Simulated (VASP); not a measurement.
# Lu (P6_3/mmc) in VASP: notebook

Runs on Lu. Level: PBEsol. Tasks: single point, relaxation of cell and atoms.

Everything below comes from runs of VASP 6.6.1. Logs are shortened: lines on timing, memory, paths and dates and some standing lists are left out, and cuts for length are marked.

## Step 1: The cell of the first run

It takes space group P6_3/mmc (No. 194, hexagonal). Conventional cell: a = 3.444 Å, b = 3.444 Å, c = 5.372 Å, α = 90.00°, β = 90.00°, γ = 120.00°. Lu (site symmetry -6m2) has 12 Lu at 3.34 to 3.44 Å within 4.4 Å.

## Step 2: Single point, PBEsol

Contents of INCAR:

```
SYSTEM = Lu
PREC = Accurate
ENCUT = 520
EDIFF = 1E-6
ISMEAR = -1
SIGMA = 0.1
LREAL = .FALSE.
LASPH = .TRUE.
NELM = 100
ALGO = Normal
ISIF = 2
LWAVE = .FALSE.
LCHARG = .FALSE.
GGA = PS
NBANDS = 32
```

Contents of KPOINTS:

```
Automatic mesh
0
G
  8 8 5
  0 0 0
```

Contents of POSCAR:

```
Lu
1.0
    3.4436640478      0.0000000000      0.0000000000
   -1.7218320239      2.9823005475      0.0000000000
    0.0000000000      0.0000000000      5.3724593302
Lu
2
Direct
    0.3333333333      0.6666666667      0.2500000000
    0.6666666667      0.3333333333      0.7500000000
```

Potentials or basis: VASP PAW PBE potentials, release 64 (Lu).

Launch:

```
cat potpaw_PBE.64/Lu/POTCAR > POTCAR
mpirun -np 1 vasp_std > vasp.out
```

OUTCAR:

```text
SYSTEM = Lu
   PREC = Accurate
   ENCUT = 520
   EDIFF = 1E-6
   ISMEAR = -1
   LREAL = .FALSE.
   LASPH = .TRUE.
   NELM = 100
   ISIF = 2
   GGA = PS

 ion  position               nearest neighbor table
   1  0.333  0.667  0.250-   2 3.34   2 3.34   2 3.34   2 3.34   2 3.34   2 3.34
   2  0.667  0.333  0.750-   1 3.34   1 3.34   1 3.34   1 3.34   1 3.34   1 3.34

  LATTYP: Found a hexagonal cell.
 ALAT       =     3.4436640478
 C/A-ratio  =     1.5600997239

  Lattice vectors:

 A1 = (   3.4436640478,   0.0000000000,   0.0000000000)
 A2 = (  -1.7218320239,   2.9823005475,   0.0000000000)
 A3 = (   0.0000000000,   0.0000000000,   5.3724593302)

Analysis of symmetry for initial positions (statically):
=====================================================================
 Subroutine PRICEL returns:
 Original cell was already a primitive cell.

 Routine SETGRP: Setting up the symmetry group for a
 hexagonal supercell.

 Subroutine GETGRP returns: Found 24 space group operations
 (whereof 12 operations were pure point group operations)
 out of a pool of 24 trial point group operations.

The static configuration has the point symmetry D_3d.
 The point group associated with its full space group is D_6h.

Analysis of symmetry for dynamics (positions and initial velocities):
=====================================================================
 Subroutine PRICEL returns:
 Original cell was already a primitive cell.

 Routine SETGRP: Setting up the symmetry group for a
 hexagonal supercell.

 Subroutine GETGRP returns: Found 24 space group operations
 (whereof 12 operations were pure point group operations)
 out of a pool of 24 trial point group operations.

The dynamic configuration has the point symmetry D_3d.
 The point group associated with its full space group is D_6h.

 Subroutine INISYM returns: Found 24 space group operations
 (whereof 12 operations are pure point group operations),
 and found     1 'primitive' translations

----------------------------------------------------------------------------------------

                                     Primitive cell

  volume of cell :      55.1754

  direct lattice vectors                    reciprocal lattice vectors
     3.443664048  0.000000000  0.000000000     0.290388373  0.167655805  0.000000000
    -1.721832024  2.982300547  0.000000000     0.000000000  0.335311611  0.000000000
     0.000000000  0.000000000  5.372459330     0.000000000  0.000000000  0.186134494

  length of vectors
     3.443664048  3.443664048  5.372459330     0.335311611  0.335311611  0.186134494

  position of ions in fractional coordinates (direct lattice)
     0.333333333  0.666666667  0.250000000
     0.666666667  0.333333333  0.750000000

  ion indices of the primitive-cell ions
   primitive index   ion index
                 1           1
                 2           2

----------------------------------------------------------------------------------------

 KPOINTS: Automatic mesh

Automatic generation of k-mesh.
 Grid dimensions read from file:
 generate k-points for:    8    8    5

 Generating k-lattice:

  Cartesian coordinates                     Fractional coordinates (reciprocal lattice)
     0.036298547  0.020956976  0.000000000     0.125000000  0.000000000  0.000000000
     0.000000000  0.041913951  0.000000000     0.000000000  0.125000000  0.000000000
     0.000000000  0.000000000  0.037226899     0.000000000  0.000000000  0.200000000

  Length of vectors
     0.041913951  0.041913951  0.037226899

  Shift w.r.t. Gamma in fractional coordinates (k-lattice)
     0.000000000  0.000000000  0.000000000

 Subroutine IBZKPT returns following result:
 ===========================================

 Found     30 irreducible k-points:

 Following reciprocal coordinates:
            Coordinates               Weight
  0.000000  0.000000  0.000000      1.000000
  0.125000 -0.000000  0.000000      6.000000
  0.250000 -0.000000  0.000000      6.000000
  0.375000 -0.000000  0.000000      6.000000
  0.500000 -0.000000  0.000000      3.000000
  0.125000  0.125000  0.000000      6.000000
[... 16 lines left out ...]
  0.250000 -0.000000  0.400000     12.000000
  0.375000 -0.000000  0.400000     12.000000
 [... further k-points ...]
   k-points           NKPTS =     30   k-points in BZ     NKDIM =     30   number of bands    NBANDS=     32
   number of dos      NEDOS =    301   number of ions     NIONS =      2
   total plane-waves  NPLWV =  31360
   dimension x,y,z NGX =    28 NGY =   28 NGZ =   40
   dimension x,y,z NGXF=    56 NGYF=   56 NGZF=   80
   ions per type =               2
   NGX,Y,Z   is equivalent  to a cutoff of  13.52, 13.52, 12.38 a.u.
   NGXF,Y,Z  is equivalent  to a cutoff of  27.03, 27.03, 24.76 a.u.
 SYSTEM =  Lu
   PREC   = accura    normal or accurate (medium, high low for compatibility)
   ISTART =      0    job   : 0-new  1-cont  2-samecut
   ICHARG =      2    charge: 1-file 2-atom 10-const
   ISPIN  =      1    spin polarized calculation?
   LNONCOLLINEAR =      F non collinear calculations
   LSORBIT =      F    spin-orbit coupling
   LASPH  =      T    aspherical Exc in radial PAW
   ENCUT  =  520.0 eV  38.22 Ry    6.18 a.u.   6.40  6.40  9.99*2*pi/ulx,y,z
   NELM   =    100;   NELMIN=  2; NELMDL= -5     # of ELM steps
   EDIFF  = 0.1E-05   stopping-criterion for ELM
   LREAL  =      F    real-space projection
   EDIFFG = 0.1E-04   stopping-criterion for IOM
   NSW    =      0    number of steps for IOM
   IBRION =     -1    ionic relax: 0-MD 1-quasi-New 2-CG
   NFREE  =      0    steps in history (QN), initial steepest desc. (CG)
   ISIF   =      2    stress and relaxation
   ISYM   =      2    0-nonsym 1-usesym 2-fastsym
   POTIM  = 0.5000    time-step for ionic-motion
   TEBEG  =    0.0;   TEEND  =   0.0 temperature during run
   PSTRESS=    0.0 pullay stress
   NELECT =      50.0000    total number of electrons
   NUPDOWN=      -1.0000    fix difference up-down
   EMIN   =  10.00;   EMAX   =-10.00  energy-range for DOS
   EFERMI =   0.00;   METHOD = LEGACY
   ISMEAR =    -1;   SIGMA  =   0.10  broadening in eV -4-tet -1-fermi 0-gaus
   EFERMI_NEDOS =   21; number of points for ismear=-14 and -15
   IALGO  =     38    algorithm
   IMIX   =      4    mixing-type and parameters
     AMIX     =   0.40;   BMIX     =  1.00
     AMIX_MAG =   1.60;   BMIX_MAG =  1.00
  volume/ion in A,a.u.               =      27.59       186.17
  Fermi-wavevector in a.u.,A,eV,Ry     =   1.584223  2.993748 34.147404  2.509763
  Thomas-Fermi vector in A             =   2.683874
   LORBIT       =      0    0 simple, 1 ext, 2 COOP (PROOUT), +10 PAW based schemes
   GGA     = PS    functional components
   LHFCALC =     F    Hartree Fock is set to
   AEXX    =    0.0000 exact exchange contribution
   IVDW    =     0    specifies the selected vdW correction
   LEPSILON=     F    determine dielectric tensor
   LRPA    =     F    only Hartree local field effects (RPA)
 non-spin polarized calculation
  energy-cutoff  :      520.00
  volume of cell :       55.18
 maximum number of plane-waves:      1502
 NGX is ok and might be reduce to    28
   NGX = 13   NGY = 13   NGZ = 19

 number of electron      50.0000024 magnetization

 Free energy of the ion-electron system (eV)
  ---------------------------------------------------
  ext. energy  EPLUGINS =         0.00000000
  ---------------------------------------------------
  free energy    TOTEN  =        -9.94918120 eV

  energy without entropy =       -9.83863065  energy(sigma->0) =       -9.89390593

 E-fermi :   2.2776     XC(G=0): -11.0396

 val. band max:        2.2668084378   @ k =   0.2500   0.1250   0.0000
 cond. band min:       2.3194633584   @ k =   0.2500   0.1250   0.4000
 fundamental gap:      0.0526549206
 Fermi energy:         2.2776086721

 k-point     1 :       0.0000    0.0000    0.0000
  band No.  band energies     occupation
      1     -53.7702      2.00000
      2     -53.7239      2.00000
      3     -24.7835      2.00000
      4     -24.2633      2.00000
      5     -24.2633      2.00000
      6     -24.1614      2.00000
[... 24 lines left out ...]
     31       5.8229      0.00000
     32       5.8229      0.00000

 k-point     2 :       0.1250   -0.0000    0.0000
  band No.  band energies     occupation
      1     -53.7657      2.00000
      2     -53.7224      2.00000
      3     -24.7538      2.00000
      4     -24.3214      2.00000
      5     -24.2833      2.00000
      6     -24.2227      2.00000
[... 24 lines left out ...]
     31       5.5208      0.00000
     32       5.6497      0.00000

 k-point     3 :       0.2500   -0.0000    0.0000
  band No.  band energies     occupation
      1     -53.7541      2.00000
      2     -53.7195      2.00000
      3     -24.6738      2.00000
      4     -24.4624      2.00000
      5     -24.3638      2.00000
      6     -24.3289      2.00000
[... 24 lines left out ...]
     31       6.3978      0.00000
     32       6.6626      0.00000

 k-point     4 :       0.3750   -0.0000    0.0000
  band No.  band energies     occupation
      1     -53.7409      2.00000
      2     -53.7182      2.00000
      3     -24.6039      2.00000
      4     -24.5709      2.00000
      5     -24.4965      2.00000
      6     -24.3722      2.00000
[... 24 lines left out ...]
     31       7.6480      0.00000
     32       8.0395      0.00000

 k-point     5 :       0.5000   -0.0000    0.0000
  band No.  band energies     occupation
      1     -53.7342      2.00000
      2     -53.7189      2.00000
      3     -24.6623      2.00000
      4     -24.5494      2.00000
      5     -24.5100      2.00000
      6     -24.3896      2.00000
[... 584 lines left out ...]
     31       7.3470      0.00000
     32       7.3470      0.00000

 k-point    22 :       0.1250   -0.0000    0.4000
  band No.  band energies     occupation
      1     -53.7508      2.00000
      2     -53.7374      2.00000
      3     -24.5682      2.00000
      4     -24.3986      2.00000
      5     -24.2680      2.00000
      6     -24.2441      2.00000
[... 24 lines left out ...]
     31       7.2232      0.00000
     32       7.2975      0.00000

 k-point    23 :       0.2500   -0.0000    0.4000
  band No.  band energies     occupation
      1     -53.7422      2.00000
      2     -53.7315      2.00000
      3     -24.6039      2.00000
      4     -24.5126      2.00000
      5     -24.3292      2.00000
      6     -24.2813      2.00000
[... 24 lines left out ...]
     31       7.3099      0.00000
     32       7.3623      0.00000

 k-point    24 :       0.3750   -0.0000    0.4000
  band No.  band energies     occupation
      1     -53.7330      2.00000
      2     -53.7260      2.00000
      3     -24.6864      2.00000
      4     -24.6372      2.00000
      5     -24.3362      2.00000
      6     -24.3175      2.00000
[... 24 lines left out ...]
     31       7.8460      0.00000
     32       8.1854      0.00000

 [... further k-points ...]
[... 5 lines left out ...]
  --------------------------------------------------------------------------------------
  -------------------------------------------------------------------------------------
  Total        0.0379569      0.0379569      0.0426890      0.0000000     -0.0000000      0.0000000
  in kB        1.1021877      1.1021877      1.2395997      0.0000000     -0.0000000      0.0000000
  external PRESSURE =       1.1479917 kB  Pullay stress =       0.0000000 kB

 VOLUME and BASIS-vectors are now :
 -----------------------------------------------------------------------------
  energy-cutoff  :      520.00
  volume of cell :       55.18
      direct lattice vectors                 reciprocal lattice vectors
     3.443664048  0.000000000  0.000000000     0.290388373  0.167655805  0.000000000
    -1.721832024  2.982300547  0.000000000     0.000000000  0.335311611  0.000000000
     0.000000000  0.000000000  5.372459330     0.000000000  0.000000000  0.186134494

 POSITION                                       TOTAL-FORCE (eV/Angst)
 -----------------------------------------------------------------------------------
     -0.00000      1.98820      1.34311         0.000000      0.000000      0.000000
      1.72183      0.99410      4.02934        -0.000000      0.000000      0.000000
 -----------------------------------------------------------------------------------
    total drift:                               -0.000000      0.000000     -0.000000

  FREE ENERGIE OF THE ION-ELECTRON SYSTEM (eV)
  ---------------------------------------------------
  free  energy   TOTEN  =        -9.9491812027 eV

  energy  without entropy=       -9.8386306547  energy(sigma->0) =       -9.89390593
```

It took 45 s on 1 thread of Intel Xeon Platinum 8488C (Sapphire Rapids), shared host; peak memory 0.2 GiB.

What came out:

```yaml
Free_energy: -9.9492 eV
Pressure: 0.1 GPa
Band_gap_on_the_k_mesh: zero (band 25 reaches 3.23 eV, above the bottom of band 26 at 1.63 eV)
```

Levels at points of the mesh, in eV from the Fermi level:
```tsv
k point	band 22	band 23	band 24	band 25	band 26	band 27	band 28	band 29
(0.00, 0.00, 0.00)	-4.72	-4.71	-2.49	0.88	2.22	2.22	2.68	3.01
(0.50, 0.00, 0.00)	-4.72	-2.38	-1.47	-0.92	-0.29	1.71	1.86	2.52
```

Caveat: the PAW data sets were made with another functional, which shifts forces and pressure a little; spin-orbit coupling is left out, which moves the levels of the heavy elements.

## Step 3: Relaxation of cell and atoms, PBEsol

This run uses another cell than the first one, of 29.50 Å³/atom, 1.069 times its volume.

Contents of INCAR:

```
  PREC = Accurate
  ENCUT = 600
  EDIFF = 1E-7
  ISMEAR = -1
  SIGMA = 0.1
  LREAL = F
  LASPH = T
  NELM = 80
  ALGO = Normal
  ISIF = 3
  LWAVE = F
  LCHARG = F
  GGA = PS
  IBRION = 2
  NSW = 60
  EDIFFG = -0.01
```

Contents of KPOINTS:

```
Automatic mesh
0
Gamma
  8 8 5
```

Contents of POSCAR:

```
Lu
1.0
    3.5031000000      0.0000000000      0.0000000000
   -1.7515500000      3.0337735900      0.0000000000
    0.0000000000      0.0000000000      5.5509000000
Lu
2
Direct
    0.3333333333      0.6666666667      0.2500000000
    0.6666666667      0.3333333333      0.7500000000
```

Potentials or basis: VASP PAW PBE potentials, release 64 (Lu).

Launch:

```
cat potpaw_PBE.64/Lu/POTCAR > POTCAR
mpirun -np 1 vasp_std > vasp.out
```

OUTCAR:

```text
PREC = Accurate
   ENCUT = 600
   EDIFF = 1E-7
   ISMEAR = -1
   LREAL = F
   LASPH = T
   NELM = 80
   ISIF = 3
   GGA = PS
   IBRION = 2
   NSW = 60
   EDIFFG = -0.01

 ion  position               nearest neighbor table
   1  0.333  0.667  0.250-   2 3.43   2 3.43   2 3.43   2 3.43   2 3.43   2 3.43
   2  0.667  0.333  0.750-   1 3.43   1 3.43   1 3.43   1 3.43   1 3.43   1 3.43

  LATTYP: Found a hexagonal cell.
 ALAT       =     3.5031000000
 C/A-ratio  =     1.5845679541

  Lattice vectors:

 A1 = (   3.5031000000,   0.0000000000,   0.0000000000)
 A2 = (  -1.7515500000,   3.0337735900,   0.0000000000)
 A3 = (   0.0000000000,   0.0000000000,   5.5509000000)

Analysis of symmetry for initial positions (statically):
=====================================================================
 Subroutine PRICEL returns:
 Original cell was already a primitive cell.

 Routine SETGRP: Setting up the symmetry group for a
 hexagonal supercell.

 Subroutine GETGRP returns: Found 24 space group operations
 (whereof 12 operations were pure point group operations)
 out of a pool of 24 trial point group operations.

The static configuration has the point symmetry D_3d.
 The point group associated with its full space group is D_6h.
[... 172 lines left out ...]
  in kB      -24.5572316    -24.5572316    -33.8323439      0.0000000      0.0000000      0.0000000
  external PRESSURE =     -27.6489357 kB  Pullay stress =       0.0000000 kB
[... 89 lines left out ...]
  FREE ENERGIE OF THE ION-ELECTRON SYSTEM (eV)
  ---------------------------------------------------
  free  energy   TOTEN  =        -9.9503883264 eV

  energy  without entropy=       -9.8388604164  energy(sigma->0) =       -9.89462437

[... ionic steps 4 to 22 ...]

--------------------------------------- Ionic step       23  -------------------------------------------

 number of electron      50.0000000 magnetization

------------------------ aborting loop because EDIFF is reached ----------------------------------------
[... 67 lines left out ...]
--------------------------------------- Ionic step       25  -------------------------------------------

 number of electron      50.0000000 magnetization

 Free energy of the ion-electron system (eV)
  ---------------------------------------------------
  ext. energy  EPLUGINS =         0.00000000
  ---------------------------------------------------
  free energy    TOTEN  =        -9.95096093 eV

  energy without entropy =       -9.84018125  energy(sigma->0) =       -9.89557109

 E-fermi :   2.2604     XC(G=0): -11.0179

 val. band max:        2.2495102623   @ k =   0.2500   0.1250   0.0000
 cond. band min:       2.3049927269   @ k =   0.2500   0.1250   0.4000
 fundamental gap:      0.0554824646
 Fermi energy:         2.2604013874

 k-point     1 :       0.0000    0.0000    0.0000
  band No.  band energies     occupation
      1     -53.7971      2.00000
      2     -53.7515      2.00000
      3     -24.8048      2.00000
      4     -24.2922      2.00000
      5     -24.2922      2.00000
      6     -24.1915      2.00000
[... 781 lines left out ...]
     29       5.1916      0.00000
     30       6.1952      0.00000

 [... further k-points ...]
[... 5 lines left out ...]
  --------------------------------------------------------------------------------------
  -------------------------------------------------------------------------------------
  Total       -0.0104066     -0.0104066      0.0073789      0.0000000      0.0000000      0.0000000
  in kB       -0.3008710     -0.3008710      0.2133340      0.0000000      0.0000000      0.0000000
  external PRESSURE =      -0.1294693 kB  Pullay stress =       0.0000000 kB
[... 17 lines left out ...]
  FREE ENERGIE OF THE ION-ELECTRON SYSTEM (eV)
  ---------------------------------------------------
  free  energy   TOTEN  =        -9.9509609250 eV

  energy  without entropy=       -9.8401812480  energy(sigma->0) =       -9.89557109

 reached required accuracy - stopping structural energy minimisation
```

CONTCAR:

```text
Lu
   1.00000000000000
     3.4492464508150462   -0.0000000000000000   -0.0000000000000000
    -1.7246232254075231    2.9871350484147685    0.0000000000000000
    -0.0000000000000000    0.0000000000000000    5.3784912052012563
  Lu
     2
Direct
     0.3333333332999970    0.6666666667000030    0.2500000000000000
     0.6666666667000030    0.3333333332999970    0.7500000000000000

  0.00000000E+00  0.00000000E+00  0.00000000E+00
  0.00000000E+00  0.00000000E+00  0.00000000E+00
```

Run time: 9.6 min. Hardware: 1 thread of Intel Xeon Platinum 8488C (Sapphire Rapids), shared host; peak memory 0.26 GiB.

What came out:

```yaml
Free_energy: -9.9510 eV
Relaxed_volume: 27.71 Å³/atom
Relaxed_cell: a = 3.449 Å, b = 3.449 Å, c = 5.378 Å, α = 90.00°, β = 90.00°, γ = 120.00°
Space_group_after_relaxing_to_0.05_Å: P6_3/mmc (No. 194)
Energy_gained_by_relaxing: 17.0 meV/atom
Ionic_steps: 25
Pressure_after_relaxing: 0.0 GPa
Band_gap_on_the_k_mesh: zero (band 25 reaches 3.21 eV, above the bottom of band 26 at 1.62 eV)
```

The path:
```csv
step,energy change (eV),largest force (eV/Å),pressure (GPa),volume (Å³)
1,0.0000,0.0000,-2.76,58.99
2,-0.0322,0.0000,0.65,54.75
3,-0.0334,0.0000,0.04,55.39
4,-0.0338,0.0000,0.37,55.42
5,-0.0339,0.0000,0.34,55.44
6,-0.0336,0.0000,-0.18,55.63
7,-0.0338,0.0000,-0.10,55.52
8,-0.0339,0.0000,-0.06,55.49
9,-0.0339,0.0000,-0.05,55.46
10,-0.0339,0.0000,-0.03,55.45
11,-0.0339,0.0000,-0.03,55.45
12,-0.0339,0.0000,-0.01,55.44
13,-0.0339,0.0000,-0.01,55.44
14,-0.0339,0.0000,-0.05,55.44
15,-0.0339,0.0000,-0.03,55.44
16,-0.0339,0.0000,-0.02,55.44
17,-0.0339,0.0000,-0.03,55.44
18,-0.0339,0.0000,-0.02,55.44
19,-0.0339,0.0000,-0.02,55.44
20,-0.0339,0.0000,-0.02,55.44
21,-0.0339,0.0000,-0.02,55.44
22,-0.0339,0.0000,-0.02,55.44
23,-0.0339,0.0000,-0.02,55.44
24,-0.0339,0.0000,-0.03,55.44
25,-0.0339,0.0000,-0.01,55.42
```

Final structure:
```
CELL_PARAMETERS angstrom
3.44925 0.00000 0.00000
-1.72462 2.98714 0.00000
0.00000 0.00000 5.37849
ATOMIC_POSITIONS crystal
Lu 0.33333 0.66667 0.25000
Lu 0.66667 0.33333 0.75000
```

Caveat: the PAW data sets were made with another functional, which shifts forces and pressure a little; spin-orbit coupling is left out, which moves the levels of the heavy elements.
